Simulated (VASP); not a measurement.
# CaO (Fm-3m) in VASP: a series of runs

Runs on CaO. Level: r2SCAN. Tasks: single point.

Everything below comes from runs of VASP 6.6.1. Logs are shortened: lines on timing, memory, paths and dates and some standing lists are left out, and cuts for length are marked.

**1. The cell of the first run**

The structure is cubic, space group Fm-3m (No. 225). The conventional cell has a = 4.769 Å, b = 4.769 Å, c = 4.769 Å, α = 90.00°, β = 90.00°, γ = 90.00°. Within 3.1 Å of Ca (site symmetry m-3m) lie 6 O at 2.38 Å. O (site symmetry m-3m) has 6 Ca at 2.38 Å within 3.1 Å.

**2. Single point, r2SCAN**

POSCAR reads:

```
CaO
1.0
    0.0000000000      2.3843284930      2.3843284930
    2.3843284930      0.0000000000      2.3843284930
    2.3843284930      2.3843284930      0.0000000000
Ca O
1 1
Direct
    0.0000000000      0.0000000000      0.0000000000
    0.5000000000      0.5000000000      0.5000000000
```

INCAR.step1 reads:

```
ALGO = Normal ; EDIFF = 1E-4
ENCUT = 520 ; GGA = PE
ISMEAR = 0 ; LASPH = True
LCHARG = False ; LREAL = False
LWAVE = True ; NBANDS = 15
NELM = 60 ; PREC = Accurate
SIGMA = 0.01
```

INCAR.step2 reads:

```
ALGO = Normal ; EDIFF = 1E-7
ENCUT = 520 ; ISIF = 2
ISMEAR = 0 ; ISTART = 1
LASPH = True ; LCHARG = False
LMIXTAU = True ; LREAL = False
LWAVE = False ; METAGGA = R2SCAN
NBANDS = 15 ; NELM = 60
PREC = Accurate ; SIGMA = 0.01
```

KPOINTS reads:

```
k-points
0
Gamma
  8 8 8
```

Potentials or basis: VASP PAW PBE potentials, release 64 (Ca_sv, O).

Run with:

```sh
cat potpaw_PBE.64/Ca_sv/POTCAR potpaw_PBE.64/O/POTCAR > POTCAR
cp INCAR.step1 INCAR
mpirun -np 1 vasp_std > vasp.out
cp INCAR.step2 INCAR
mpirun -np 1 vasp_std > vasp.out
```

OUTCAR:

```text
EDIFF = 1E-7
   ENCUT = 520
   ISIF = 2
   ISMEAR = 0
   ISTART = 1
   LASPH = True
   LREAL = False
   METAGGA = R2SCAN
   NELM = 60
   PREC = Accurate

 ion  position               nearest neighbor table
   1  0.000  0.000  0.000-   2 2.38   2 2.38   2 2.38   2 2.38   2 2.38   2 2.38
   2  0.500  0.500  0.500-   1 2.38   1 2.38   1 2.38   1 2.38   1 2.38   1 2.38

  LATTYP: Found a face centered cubic cell.
 ALAT       =     4.7686569860

  Lattice vectors:

 A1 = (   0.0000000000,   2.3843284930,   2.3843284930)
 A2 = (   2.3843284930,   0.0000000000,   2.3843284930)
 A3 = (   2.3843284930,   2.3843284930,   0.0000000000)

Analysis of symmetry for initial positions (statically):
=====================================================================
 Subroutine PRICEL returns:
 Original cell was already a primitive cell.

 Routine SETGRP: Setting up the symmetry group for a
 face centered cubic supercell.

 Subroutine GETGRP returns: Found 48 space group operations
 (whereof 48 operations were pure point group operations)
 out of a pool of 48 trial point group operations.

The static configuration has the point symmetry O_h .

Analysis of symmetry for dynamics (positions and initial velocities):
=====================================================================
 Subroutine PRICEL returns:
 Original cell was already a primitive cell.

 Routine SETGRP: Setting up the symmetry group for a
 face centered cubic supercell.

 Subroutine GETGRP returns: Found 48 space group operations
 (whereof 48 operations were pure point group operations)
 out of a pool of 48 trial point group operations.

The dynamic configuration has the point symmetry O_h .

 Subroutine INISYM returns: Found 48 space group operations
 (whereof 48 operations are pure point group operations),
 and found     1 'primitive' translations

----------------------------------------------------------------------------------------

                                     Primitive cell

  volume of cell :      27.1099

  direct lattice vectors                    reciprocal lattice vectors
     0.000000000  2.384328493  2.384328493    -0.209702649  0.209702649  0.209702649
     2.384328493  0.000000000  2.384328493     0.209702649 -0.209702649  0.209702649
     2.384328493  2.384328493  0.000000000     0.209702649  0.209702649 -0.209702649

  length of vectors
     3.371949692  3.371949692  3.371949692     0.363215642  0.363215642  0.363215642

  position of ions in fractional coordinates (direct lattice)
[... 91 lines left out ...]
   NUPDOWN=      -1.0000    fix difference up-down
   EMIN   =  10.00;   EMAX   =-10.00  energy-range for DOS
   EFERMI =   0.00;   METHOD = LEGACY
   ISMEAR =     0;   SIGMA  =   0.01  broadening in eV -4-tet -1-fermi 0-gaus
   EFERMI_NEDOS =   21; number of points for ismear=-14 and -15
   IALGO  =     38    algorithm
   IMIX   =      4    mixing-type and parameters
     AMIX     =   0.40;   BMIX     =  1.00
     AMIX_MAG =   1.60;   BMIX_MAG =  1.00
  volume/ion in A,a.u.               =      13.55        91.47
  Fermi-wavevector in a.u.,A,eV,Ry     =   1.373216  2.595001 25.656794  1.885721
  Thomas-Fermi vector in A             =   2.498753
   LORBIT       =      0    0 simple, 1 ext, 2 COOP (PROOUT), +10 PAW based schemes
   METAGGA = R2SCAN    functional components
   LHFCALC =     F    Hartree Fock is set to
   AEXX    =    0.0000 exact exchange contribution
   IVDW    =     0    specifies the selected vdW correction
   LEPSILON=     F    determine dielectric tensor
   LRPA    =     F    only Hartree local field effects (RPA)
 non-spin polarized calculation
 Gauss-broadening in eV      SIGMA  =   0.01
  energy-cutoff  :      520.00
  volume of cell :       27.11
 maximum number of plane-waves:       745
 NGX is ok and might be reduce to    28
   NGX = 13   NGY = 13   NGZ = 13

 number of electron      15.9999997 magnetization

 Free energy of the ion-electron system (eV)
  ---------------------------------------------------
  ext. energy  EPLUGINS =         0.00000000
  ---------------------------------------------------
  free energy    TOTEN  =       -19.44658553 eV

  energy without entropy =      -19.44658553  energy(sigma->0) =      -19.44658553

 E-fermi :   2.2533     XC(G=0): -11.2000

 val. band max:        2.1496010709   @ k =   0.0000   0.0000   0.0000
 cond. band min:       6.3307087905   @ k =   0.5000   0.5000   0.0000
 fundamental gap:      4.1811077196
 Fermi energy:         2.2532569012

 k-point     1 :       0.0000    0.0000    0.0000
  band No.  band energies     occupation
      1     -36.8071      2.00000
      2     -16.6815      2.00000
      3     -16.6815      2.00000
      4     -16.6815      2.00000
      5     -14.3696      2.00000
      6       2.1496      2.00000
      7       2.1496      2.00000
      8       2.1496      2.00000
      9       7.7805      0.00000
     10       9.0611      0.00000
     11       9.0611      0.00000
     12       9.0611      0.00000
     13      10.6985      0.00000
     14      10.6985      0.00000
[... 401 lines left out ...]
      2     -17.7368      2.00000
      3     -16.9360      2.00000
      4     -16.8153      2.00000
      5     -13.3113      2.00000
      6       0.0879      2.00000
      7       1.0085      2.00000
      8       1.0632      2.00000
      9       9.6257      0.00000
     10       9.7157      0.00000
     11      11.7434      0.00000
     12      12.0064      0.00000
     13      13.3196      0.00000
     14      15.1214      0.00000
     15      17.3486      0.00000

 [... further k-points ...]

------------------------ aborting loop because EDIFF is reached ----------------------------------------

  FORCE on cell =-STRESS in cart. coord.  units (eV):
  Direction    XX          YY          ZZ          XY          YZ          ZX
  --------------------------------------------------------------------------------------
  -------------------------------------------------------------------------------------
  Total        0.5316202      0.5316202      0.5316202      0.0000000     -0.0000000      0.0000000
  in kB       31.4183783     31.4183783     31.4183783      0.0000000     -0.0000000      0.0000000
  external PRESSURE =      31.4183783 kB  Pullay stress =       0.0000000 kB

 VOLUME and BASIS-vectors are now :
 -----------------------------------------------------------------------------
  energy-cutoff  :      520.00
  volume of cell :       27.11
      direct lattice vectors                 reciprocal lattice vectors
     0.000000000  2.384328493  2.384328493    -0.209702649  0.209702649  0.209702649
     2.384328493  0.000000000  2.384328493     0.209702649 -0.209702649  0.209702649
     2.384328493  2.384328493  0.000000000     0.209702649  0.209702649 -0.209702649

 POSITION                                       TOTAL-FORCE (eV/Angst)
 -----------------------------------------------------------------------------------
      0.00000      0.00000      0.00000         0.000000      0.000000      0.000000
      2.38433      2.38433      2.38433        -0.000000     -0.000000     -0.000000
 -----------------------------------------------------------------------------------
    total drift:                                0.000000      0.000000      0.000000

  FREE ENERGIE OF THE ION-ELECTRON SYSTEM (eV)
  ---------------------------------------------------
  free  energy   TOTEN  =       -19.4465855275 eV

  energy  without entropy=      -19.4465855275  energy(sigma->0) =      -19.44658553
```

OUTCAR.step1:

```text
EDIFF = 1E-4
   ENCUT = 520
   GGA = PE
   ISMEAR = 0
   LASPH = True
[... 653 lines left out ...]
 -----------------------------------------------------------------------------------
      0.00000      0.00000      0.00000        -0.000000     -0.000000     -0.000000
      2.38433      2.38433      2.38433         0.000000      0.000000      0.000000
 -----------------------------------------------------------------------------------
    total drift:                                0.000000      0.000000      0.000000

  FREE ENERGIE OF THE ION-ELECTRON SYSTEM (eV)
  ---------------------------------------------------
  free  energy   TOTEN  =       -12.7856369447 eV

  energy  without entropy=      -12.7856369447  energy(sigma->0) =      -12.78563694
```

Run time: 41 s. Hardware: 1 thread of Intel Xeon 6975P-C (Granite Rapids), shared host; peak memory 0.16 GiB.

Results:

- Free energy: -19.4466 eV
- Pressure: 3.1 GPa
- Band gap on the k mesh: 4.18 eV, indirect (least direct gap 4.55 eV)

Caveat: the PAW data sets were made with another functional, which shifts forces and pressure a little. A k mesh can miss the band edges.

**3. Single point, r2SCAN**

This run uses another cell than the first one, of 13.35 Å³/atom, 0.985 times its volume.

POSCAR reads:

```
CaO
1.0
    0.0000000000      2.3719906870      2.3719906870
    2.3719906870      0.0000000000      2.3719906870
    2.3719906870      2.3719906870      0.0000000000
Ca O
1 1
Direct
    0.0000000000      0.0000000000      0.0000000000
    0.5000000000      0.5000000000      0.5000000000
```

INCAR.step1 reads:

```
SYSTEM = CaO
PREC = Accurate
ENCUT = 520
ISMEAR = 0
SIGMA = 0.01
LREAL = .FALSE.
LASPH = .TRUE.
NELM = 100
NBANDS = 15
GGA = PE
ALGO = Normal
EDIFF = 1E-4
LWAVE = .TRUE.
LCHARG = .FALSE.
```

INCAR.step2 reads:

```
SYSTEM = CaO
PREC = Accurate
ENCUT = 520
EDIFF = 1E-7
ISMEAR = 0
SIGMA = 0.01
LREAL = .FALSE.
LASPH = .TRUE.
NELM = 100
ALGO = Normal
ISIF = 2
LWAVE = .FALSE.
LCHARG = .TRUE.
METAGGA = R2SCAN
LMIXTAU = .TRUE.
LELF = .TRUE.
LVHAR = .TRUE.
NBANDS = 15
ISTART = 1
```

KPOINTS reads:

```
Automatic mesh
0
G
  8 8 8
  0 0 0
```

Potentials or basis: VASP PAW PBE potentials, release 64 (Ca_sv, O).

Run with:

```sh
cat potpaw_PBE.64/Ca_sv/POTCAR potpaw_PBE.64/O/POTCAR > POTCAR
cp INCAR.step1 INCAR
mpirun -np 1 vasp_std > vasp.out
cp INCAR.step2 INCAR
mpirun -np 1 vasp_std > vasp.out
```

OUTCAR:

```text
SYSTEM = CaO
   PREC = Accurate
   ENCUT = 520
   EDIFF = 1E-7
   ISMEAR = 0
   LREAL = .FALSE.
   LASPH = .TRUE.
   NELM = 100
   ISIF = 2
   METAGGA = R2SCAN
   ISTART = 1

 ion  position               nearest neighbor table
   1  0.000  0.000  0.000-   2 2.37   2 2.37   2 2.37   2 2.37   2 2.37   2 2.37
   2  0.500  0.500  0.500-   1 2.37   1 2.37   1 2.37   1 2.37   1 2.37   1 2.37

  LATTYP: Found a face centered cubic cell.
 ALAT       =     4.7439813740

  Lattice vectors:

[... 621 lines left out ...]

  FORCE on cell =-STRESS in cart. coord.  units (eV):
  Direction    XX          YY          ZZ          XY          YZ          ZX
  --------------------------------------------------------------------------------------
  -------------------------------------------------------------------------------------
  Total        0.8729913      0.8729913      0.8729913      0.0000000     -0.0000000      0.0000000
  in kB       52.4024484     52.4024484     52.4024484      0.0000000     -0.0000000      0.0000000
  external PRESSURE =      52.4024484 kB  Pullay stress =       0.0000000 kB

 VOLUME and BASIS-vectors are now :
 -----------------------------------------------------------------------------
  energy-cutoff  :      520.00
  volume of cell :       26.69
      direct lattice vectors                 reciprocal lattice vectors
     0.000000000  2.371990687  2.371990687    -0.210793408  0.210793408  0.210793408
     2.371990687  0.000000000  2.371990687     0.210793408 -0.210793408  0.210793408
     2.371990687  2.371990687  0.000000000     0.210793408  0.210793408 -0.210793408

 POSITION                                       TOTAL-FORCE (eV/Angst)
 -----------------------------------------------------------------------------------
      0.00000      0.00000      0.00000         0.000000      0.000000      0.000000
      2.37199      2.37199      2.37199        -0.000000     -0.000000     -0.000000
 -----------------------------------------------------------------------------------
    total drift:                                0.000000      0.000000      0.000000

  FREE ENERGIE OF THE ION-ELECTRON SYSTEM (eV)
  ---------------------------------------------------
  free  energy   TOTEN  =       -19.4351811906 eV

  energy  without entropy=      -19.4351811906  energy(sigma->0) =      -19.43518119
```

OSZICAR.step1:

```text
N       E                     dE             d eps       ncg     rms          rms(c)
DAV:   1     0.127471590628E+03    0.12747E+03   -0.83984E+03   870   0.109E+03
DAV:   2    -0.917916610990E+01   -0.13665E+03   -0.12656E+03  1101   0.294E+02
DAV:   3    -0.143604972232E+02   -0.51813E+01   -0.51513E+01  1018   0.601E+01
DAV:   4    -0.144865696431E+02   -0.12607E+00   -0.12597E+00  1247   0.837E+00
DAV:   5    -0.144881606076E+02   -0.15910E-02   -0.15909E-02  1025   0.863E-01    0.858E+00
DAV:   6    -0.128383727288E+02    0.16498E+01   -0.49559E+00   969   0.221E+01    0.347E+00
DAV:   7    -0.127728252137E+02    0.65548E-01   -0.39148E-01  1003   0.659E+00    0.178E+00
DAV:   8    -0.127702637091E+02    0.25615E-02   -0.73496E-02  1122   0.292E+00    0.427E-01
DAV:   9    -0.127685885267E+02    0.16752E-02   -0.46721E-03   884   0.592E-01    0.107E-01
DAV:  10    -0.127692033170E+02   -0.61479E-03   -0.68058E-04  1017   0.239E-01    0.386E-02
DAV:  11    -0.127691794383E+02    0.23879E-04   -0.44379E-05   757   0.837E-02
   1 F= -.12769179E+02 E0= -.12769179E+02  d E =-.150848E-93
```

Wall time 44 s (1 thread of Intel Xeon 6975P-C (Granite Rapids), shared host); peak memory 0.16 GiB.

What came out:

```yaml
Free_energy: -19.4352 eV
Pressure: 5.2 GPa
Band_gap_on_the_k_mesh: 4.17 eV, indirect (least direct gap 4.54 eV)
```

Levels at points of the mesh, in eV from the valence-band top:
```tsv
k point	band 6	band 7	band 8	band 9	band 10	band 11
(0.00, 0.00, 0.00)	0.00	0.00	0.00	5.77	6.95	6.95
(0.50, 0.00, 0.00)	-2.70	-1.28	-1.28	7.89	9.27	9.27
(0.50, 0.50, 0.00)	-1.27	-0.36	-0.36	4.17	9.06	9.86
```

Caveat: the PAW data sets were made with another functional, which shifts forces and pressure a little.

**4. Single point, r2SCAN**

This run uses another cell than the first one, of 13.66 Å³/atom, 1.008 times its volume.

POSCAR reads:

```
CaO
1.0
    0.0000000000      2.3907230759      2.3907230759
    2.3907230759      0.0000000000      2.3907230759
    2.3907230759      2.3907230759      0.0000000000
Ca O
1 1
Direct
    0.0000000000      0.0000000000      0.0000000000
    0.5000000000      0.5000000000      0.5000000000
```

INCAR.step1 reads:

```
SYSTEM = CaO
ALGO     = Normal         ! electronic algorithm
EDIFF    = 1E-4           ! SCF threshold, eV
ENCUT    = 520            ! plane-wave cutoff, eV
GGA      = PE             ! functional
ISMEAR   = 0              ! smearing method
LASPH    = .TRUE.         ! aspherical terms in the spheres
LCHARG   = .FALSE.        ! write CHGCAR
LREAL    = .FALSE.        ! projectors in reciprocal space
LWAVE    = .TRUE.         ! write WAVECAR
NBANDS   = 15             ! bands
NELM     = 100            ! most SCF steps
PREC     = Accurate       ! precision mode
SIGMA    = 0.01           ! smearing width, eV
```

INCAR.step2 reads:

```
SYSTEM = CaO
ALGO     = Normal         ! electronic algorithm
EDIFF    = 1E-7           ! SCF threshold, eV
ENCUT    = 520            ! plane-wave cutoff, eV
ISIF     = 2              ! what is computed and relaxed
ISMEAR   = 0              ! smearing method
ISTART   = 1            
LASPH    = .TRUE.         ! aspherical terms in the spheres
LCHARG   = .FALSE.        ! write CHGCAR
LMIXTAU  = .TRUE.       
LREAL    = .FALSE.        ! projectors in reciprocal space
LWAVE    = .FALSE.        ! write WAVECAR
METAGGA  = R2SCAN         ! meta-GGA
NBANDS   = 15             ! bands
NELM     = 100            ! most SCF steps
PREC     = Accurate       ! precision mode
SIGMA    = 0.01           ! smearing width, eV
```

KPOINTS reads:

```
k-points
0
G
  8 8 8
  0 0 0
```

Run with:

```sh
cat potpaw_PBE.64/Ca_sv/POTCAR potpaw_PBE.64/O/POTCAR > POTCAR
cp INCAR.step1 INCAR
mpirun -np 1 vasp_std > vasp.out
cp INCAR.step2 INCAR
mpirun -np 1 vasp_std > vasp.out
```

Wall time 41 s (1 thread of Intel Xeon 6975P-C (Granite Rapids), shared host); peak memory 0.16 GiB.

The run converged. Its results:

| Property | Result |
| --- | --- |
| Free energy | -19.4504 eV |
| Pressure | 2.1 GPa |
| Band gap on the k mesh | 4.18 eV, indirect (least direct gap 4.55 eV) |

Levels at points of the mesh, in eV from the valence-band top:
```csv
k point,band 5,band 6,band 7,band 8,band 9,band 10,band 11,band 12
"(0.00, 0.00, 0.00)",-16.50,0.00,0.00,0.00,5.56,6.89,6.89,6.89
"(0.50, 0.00, 0.00)",-15.15,-2.64,-1.23,-1.23,7.77,9.13,9.13,9.34
"(0.50, 0.50, 0.00)",-16.29,-1.29,-0.37,-0.37,4.18,8.88,9.72,10.34
```

Caveat: the PAW data sets were made with another functional, which shifts forces and pressure a little. r2SCAN opens gaps a little over a GGA but as a rule still falls short of measured ones.

**5. Summary**

```csv
cell,gap on the mesh (eV),pressure (GPa)
"a = 3.372 Å, angles 60.0°, 2 atoms",4.18,3.1
"a = 3.355 Å, angles 60.0°, 2 atoms",4.17,5.2
"a = 3.381 Å, angles 60.0°, 2 atoms",4.18,2.1
```

Alike in all rows: task single point; level r2SCAN; potentials or basis VASP PAW PBE potentials, release 64 (Ca_sv, O); no spin polarisation; k mesh 8 × 8 × 8; cutoff (eV) 520; smearing gaussian 0.01 eV.

Caveats: the PAW data sets were made with another functional, which shifts forces and pressure a little.

Total energies depend on the potentials used, so only differences within one code and one set of settings carry meaning.
